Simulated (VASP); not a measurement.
# BP (F-43m) in VASP: further runs, part 2 of 2

VASP 6.6.1. The steps go on from the part before.

### Step 4. Relaxation of cell and atoms, r2SCAN

POSCAR reads:

```
BP
1.0
    0.0000000000      2.2660723800      2.2660723800
    2.2660723800      0.0000000000      2.2660723800
    2.2660723800      2.2660723800      0.0000000000
B P
1 1
Direct
    0.0000000000      0.0000000000      0.0000000000
    0.7500000000      0.7500000000      0.7500000000
```

INCAR.step1 reads:

```
SYSTEM = BP
ALGO = Normal ; EDIFF = 1E-4
ENCUT = 600 ; GGA = PE
ISMEAR = 0 ; LASPH = .TRUE.
LCHARG = .FALSE. ; LREAL = .FALSE.
LWAVE = .TRUE. ; NELM = 80
PREC = Accurate ; SIGMA = 0.02
```

INCAR.step2 reads:

```
SYSTEM = BP
ALGO = Normal ; EDIFF = 1E-7
EDIFFG = -0.002 ; ENCUT = 600
IBRION = 2 ; ISIF = 3
ISMEAR = 0 ; ISTART = 1
LASPH = .TRUE. ; LCHARG = .FALSE.
LMIXTAU = .TRUE. ; LREAL = .FALSE.
LWAVE = .FALSE. ; METAGGA = R2SCAN
NELM = 80 ; NSW = 100
PREC = Accurate ; SIGMA = 0.02
```

KPOINTS reads:

```
k-points
0
G
  10 10 10
  0 0 0
```

Potentials or basis: VASP PAW PBE potentials, release 64 (B, P).

Run with:

```sh
$ cat potpaw_PBE.64/B/POTCAR potpaw_PBE.64/P/POTCAR > POTCAR
$ cp INCAR.step1 INCAR
$ mpirun -np 1 vasp_std > vasp.out
$ cp INCAR.step2 INCAR
$ mpirun -np 1 vasp_std > vasp.out
```

OUTCAR:

```text
SYSTEM = BP
   EDIFF = 1E-7
   EDIFFG = -0.002
   ENCUT = 600
   IBRION = 2
   ISIF = 3
   ISMEAR = 0
   ISTART = 1
   LASPH = .TRUE.
   LREAL = .FALSE.
   METAGGA = R2SCAN
   NELM = 80
   NSW = 100
   PREC = Accurate

 ion  position               nearest neighbor table
   1  0.000  0.000  0.000-   2 1.96   2 1.96   2 1.96   2 1.96
   2  0.750  0.750  0.750-   1 1.96   1 1.96   1 1.96   1 1.96

  LATTYP: Found a face centered cubic cell.
 ALAT       =     4.5321447600

  Lattice vectors:

 A1 = (   0.0000000000,   2.2660723800,   2.2660723800)
 A2 = (   2.2660723800,   0.0000000000,   2.2660723800)
 A3 = (   2.2660723800,   2.2660723800,   0.0000000000)

Analysis of symmetry for initial positions (statically):
=====================================================================
 Subroutine PRICEL returns:
 Original cell was already a primitive cell.

 Routine SETGRP: Setting up the symmetry group for a
 face centered cubic supercell.

 Subroutine GETGRP returns: Found 24 space group operations
 (whereof 24 operations were pure point group operations)
 out of a pool of 48 trial point group operations.
[... 170 lines left out ...]
 Fermi energy:         7.5660567276

 k-point     1 :       0.0000    0.0000    0.0000
  band No.  band energies     occupation
      1      -8.8599      2.00000
      2       7.4345      2.00000
      3       7.4345      2.00000
      4       7.4345      2.00000
      5      11.0816      0.00000
      6      11.0816      0.00000
      7      11.0816      0.00000
      8      15.5081      0.00000
[... 243 lines left out ...]
 k-point    24 :       0.4000    0.3000    0.0000
  band No.  band energies     occupation
      1      -5.7533      2.00000
      2       0.9038      2.00000
      3       3.1629      2.00000
      4       3.7098      2.00000
      5       9.4734      0.00000
      6      11.3832      0.00000
      7      17.6114      0.00000
      8      17.6228      0.00000

 [... further k-points ...]

------------------------ aborting loop because EDIFF is reached ----------------------------------------

  FORCE on cell =-STRESS in cart. coord.  units (eV):
  Direction    XX          YY          ZZ          XY          YZ          ZX
  --------------------------------------------------------------------------------------
  -------------------------------------------------------------------------------------
  Total       -0.0008153     -0.0008153     -0.0008153      0.0000000      0.0000000      0.0000000
  in kB       -0.0561287     -0.0561287     -0.0561287      0.0000000      0.0000000      0.0000000
  external PRESSURE =      -0.0561287 kB  Pullay stress =       0.0000000 kB

 VOLUME and BASIS-vectors are now :
 -----------------------------------------------------------------------------
  energy-cutoff  :      600.00
  volume of cell :       23.27
      direct lattice vectors                 reciprocal lattice vectors
     0.000000000  2.266072380  2.266072380    -0.220646085  0.220646085  0.220646085
     2.266072380  0.000000000  2.266072380     0.220646085 -0.220646085  0.220646085
     2.266072380  2.266072380  0.000000000     0.220646085  0.220646085 -0.220646085

 POSITION                                       TOTAL-FORCE (eV/Angst)
 -----------------------------------------------------------------------------------
      0.00000      0.00000      0.00000         0.000000      0.000000      0.000000
      3.39911      3.39911      3.39911        -0.000000     -0.000000     -0.000000
 -----------------------------------------------------------------------------------
    total drift:                                0.000000      0.000000      0.000000

  FREE ENERGIE OF THE ION-ELECTRON SYSTEM (eV)
  ---------------------------------------------------
  free  energy   TOTEN  =       -17.3139173547 eV

  energy  without entropy=      -17.3139173547  energy(sigma->0) =      -17.31391735

 reached required accuracy - stopping structural energy minimisation
```

OSZICAR.step1:

```text
N       E                     dE             d eps       ncg     rms          rms(c)
DAV:   1     0.132532090304E+02    0.13253E+02   -0.43725E+03   752   0.100E+03
DAV:   2    -0.132983211645E+02   -0.26552E+02   -0.25013E+02  1160   0.118E+02
DAV:   3    -0.136465248151E+02   -0.34820E+00   -0.34820E+00   944   0.172E+01
DAV:   4    -0.136473141338E+02   -0.78932E-03   -0.78932E-03  1128   0.821E-01
DAV:   5    -0.136473148540E+02   -0.72024E-06   -0.72024E-06   976   0.202E-02    0.724E+00
DAV:   6    -0.130310214436E+02    0.61629E+00   -0.16519E+00   816   0.707E+00    0.395E+00
DAV:   7    -0.129389896806E+02    0.92032E-01   -0.26382E-01  1152   0.313E+00    0.130E+00
DAV:   8    -0.129308443074E+02    0.81454E-02   -0.28450E-02   808   0.117E+00    0.217E-01
DAV:   9    -0.129311512757E+02   -0.30697E-03   -0.49511E-04  1088   0.206E-01    0.123E-01
DAV:  10    -0.129313464061E+02   -0.19513E-03   -0.28724E-04   856   0.134E-01    0.264E-02
DAV:  11    -0.129313570214E+02   -0.10615E-04   -0.12897E-05   376   0.322E-02
   1 F= -.12931357E+02 E0= -.12931357E+02  d E =-.888038E-32
```

It took 61 s on 1 thread of Intel Xeon 8259CL, shared host; peak memory 0.16 GiB.

Results:

| Property | Result |
| --- | --- |
| Free energy | -17.3139 eV |
| Pressure after relaxing | 0.0 GPa |
| Band gap on the k mesh | 1.44 eV (least direct gap 3.65 eV) |

Final structure:
```cif
data_structure
_symmetry_space_group_name_H-M 'P 1'
_symmetry_Int_Tables_number 1
_cell_length_a 3.2047
_cell_length_b 3.2047
_cell_length_c 3.2047
_cell_angle_alpha 60.000
_cell_angle_beta 60.000
_cell_angle_gamma 60.000
_cell_volume 23.27
loop_
_atom_site_label
_atom_site_type_symbol
_atom_site_fract_x
_atom_site_fract_y
_atom_site_fract_z
_atom_site_occupancy
B1 B 0.00000 0.00000 0.00000 1
P1 P 0.75000 0.75000 0.75000 1
```

Caveat: the relaxation stopped at its first step, so nothing moved; the PAW data sets were made with another functional, which shifts forces and pressure a little.

### Step 5. Summary

| task | cell | k mesh | cutoff (eV) | smearing | gap on the mesh (eV) | pressure (GPa) |
| --- | --- | --- | --- | --- | --- | --- |
| single point | a = 3.205 Å, angles 60.0°, 2 atoms | 8 × 8 × 8 | 520 | gaussian 0.1 eV | 1.47 | 0.0 |
| single point | a = 3.208 Å, angles 60.0°, 2 atoms | 10 × 10 × 10 | 520 | gaussian 0.02 eV | 1.45 | -0.5 |
| relaxation of cell and atoms | relaxed from a = 3.205 Å, angles 60.0°, 2 atoms | 10 × 10 × 10 | 600 | gaussian 0.02 eV | 1.44 | 0.0 |

Alike in all rows: level r2SCAN; potentials or basis VASP PAW PBE potentials, release 64 (B, P); no spin polarisation.

Caveats: the PAW data sets were made with another functional, which shifts forces and pressure a little; the relaxation stopped at its first step, so nothing moved (at least some runs).

Absolute energies hang on the potentials; compare differences alone.
